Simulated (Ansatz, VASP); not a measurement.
One calculation of Ge, two programs

```
Ge
1.0
     0.00000    3.05507    2.60247
     3.05507    0.00000    2.60247
     3.05507    3.05507    0.00000
Ge
2
Direct
  0.50000 0.50000 0.50000
  0.75000 0.75000 0.75000
```

Change from the starting cell: strain +0.080 along x and y, -0.080 along z, atoms carried along.

Alike in both runs: task single point; functional LDA; k mesh 14 × 14 × 14; occupations gaussian, width 0.15 eV; no spin polarisation.

```csv
,VASP,Ansatz
version,VASP 6.6.1,Ansatz 0.2.0
potentials or method,"VASP PAW LDA potentials, release 64 (Ge_d), cutoff 520 eV","scalar-relativistic, plane waves, PAW"
valence electrons in the cell,28,28
```

Ansatz gave:

* gap on the k mesh at the Fermi level (eV): none
* pressure (GPa): -5.3
* traceless stress, the component that is largest in VASP (GPa): 4.98

Question: Which values does VASP return?

Answer: gap on the k mesh at the Fermi level (eV): none; pressure (GPa): -5.2; traceless stress, the component that is largest in VASP (GPa): 4.99.

LDA's correlation is that of Perdew and Zunger in VASP and of Perdew and Wang (1992) in Ansatz. A gap of «none» marks a metal or a gap that the smearing closes.
